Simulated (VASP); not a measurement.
NbSi2, 9 atoms in the cell. The structure is hexagonal, space group P6_222 (No. 180). The conventional cell has a = 4.769 Å, b = 4.769 Å, c = 6.574 Å, α = 90.00°, β = 90.00°, γ = 120.00°. Nb (site symmetry 222) has 10 Si at 2.60 to 2.81 Å and 4 Nb at 3.24 Å within 3.4 Å. Si (site symmetry 2) has 9 Si at 2.56 to 3.31 Å and 5 Nb at 2.60 to 2.81 Å within 3.4 Å. 

| Quantity | Value |
| --- | --- |
| Program | VASP 6.6.1 |
| Task | single point |
| Functional | PBEsol |
| Potentials or basis | VASP PAW PBE potentials, release 64 (Nb_sv, Si) |
| Cutoff | 520 eV |
| k mesh | 9 × 9 × 6 |
| Occupations | gaussian, width 0.1 eV |
| Spin | no spin polarisation |
| Dipole correction | no |
| Further INCAR settings | ALGO = Normal; EDIFF = 1e-06; NBANDS = 42 |

Potentials or basis: VASP PAW PBE potentials, release 64 (Nb_sv, Si).

Launch:

```bash
$ cat potpaw_PBE.64/Nb_sv/POTCAR potpaw_PBE.64/Si/POTCAR > POTCAR
$ mpirun -np 1 vasp_std > vasp.out
```

Hardware: 1 thread of Intel Xeon 8259CL, with other jobs on the host.

Q: Estimate the wall time of this run.

A: It took 5.8 min on 1 thread of Intel Xeon 8259CL, on a shared host, peak memory 0.36 GiB. Counts: scf iterations 14, k points 48.
